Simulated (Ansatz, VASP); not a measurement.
## Two plane-wave programs on W

File INCAR:

```
PREC = Accurate
ENCUT = 520
EDIFF = 1E-6
ISMEAR = 0
SIGMA = 0.15
LREAL = False
LASPH = True
NELM = 60
ALGO = Normal
ISIF = 2
LWAVE = False
LCHARG = True
GGA = PS
LELF = True
LVHAR = True
NBANDS = 13
```

KPOINTS

```
regular mesh
0
Gamma
  20 20 20
```

File POSCAR:

```
W
1.0
    0.0000000000      2.1924000000      2.1924000000
    2.1924000000      0.0000000000      2.1924000000
    2.1924000000      2.1924000000      0.0000000000
W
1
Direct
    0.0000000000      0.0000000000      0.0000000000
```

Input for Ansatz:

```yaml
crystal:
  lattice:
    - [0.0, 2.1924, 2.1924]
    - [2.1924, 0.0, 2.1924]
    - [2.1924, 2.1924, 0.0]
  atoms:
    - { symbol: W, position: [0.0, 0.0, 0.0] }
basis:
  ecutwfc: 420
kpoints:
  mp_grid: { grid: [20, 20, 20] }
hamiltonian:
  xc: pbesol
scf:
  occupations: { method: gaussian, width: 0.15 }
output:
  forces: true
  stress: true
  eigenvalues: true
```

Change from the starting cell: strain +0.080 along x and y, +0.080 along z, atoms carried along.

Alike in both runs: task single point; functional PBEsol; k mesh 20 × 20 × 20; occupations gaussian, width 0.15 eV; no spin polarisation.

|  | VASP | Ansatz |
| --- | --- | --- |
| version | VASP 6.6.1 | Ansatz 0.2.0 |
| potentials or method | VASP PAW PBE potentials, release 64 (W_sv), cutoff 520 eV | scalar-relativistic, plane waves, PAW |
| valence electrons in the cell | 14 | 14 |

|  | VASP | Ansatz | Ansatz less VASP |
| --- | --- | --- | --- |
| gap on the k mesh at the Fermi level (eV) | none | none | - |
| pressure (GPa) | -46.6 | -46.6 | -0.02 |

VASP's potentials were made for PBE, not for PBEsol. A gap of «none» marks a metal or a gap that the smearing closes. Both programs put the cell under strong tension, so it lies far from rest at this level.

Spin-orbit coupling is off throughout. Noted on VASP's run: the cell as given lies far from equilibrium.
